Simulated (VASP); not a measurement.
A run of VASP 6.6.1 is set up as follows.

Contents of INCAR:

```
  ALGO = Normal
  EDIFF = 1E-6
  ENCUT = 500
  GGA = PE
  GGA_COMPAT = F
  ISIF = 2
  ISMEAR = 0
  LASPH = T
  LCHARG = T
  LELF = T
  LREAL = F
  LVHAR = T
  LWAVE = F
  NBANDS = 16
  NELM = 120
  PREC = Accurate
  SIGMA = 0.02
```

File KPOINTS:

```
k-points
0
Gamma
  8 8 8
```

File POSCAR:

```
InP
1.0
    0.0000000000      2.8139540150      2.8139540150
    2.8139540150      0.0000000000      2.8139540150
    2.8139540150      2.8139540150      0.0000000000
In P
1 1
Direct
    0.0000000000      0.0000000000      0.0000000000
    0.7500000000      0.7500000000      0.7500000000
```

Potentials or basis: VASP PAW PBE potentials, release 64 (In_d, P).

The run is started by

```sh
$ cat potpaw_PBE.64/In_d/POTCAR potpaw_PBE.64/P/POTCAR > POTCAR
$ mpirun -np 1 vasp_std > vasp.out
```

Task: Estimate the pressure.

Result: 15.1 GPa.

Task: What does it give for the band gap on the k mesh?

Result: 1.36 eV.

Caveat: the cell differs from its parent crystal (strained); the cell stands under pressure; spin-orbit coupling is left out, which moves the levels of the heavy elements. A k mesh can miss the band edges.
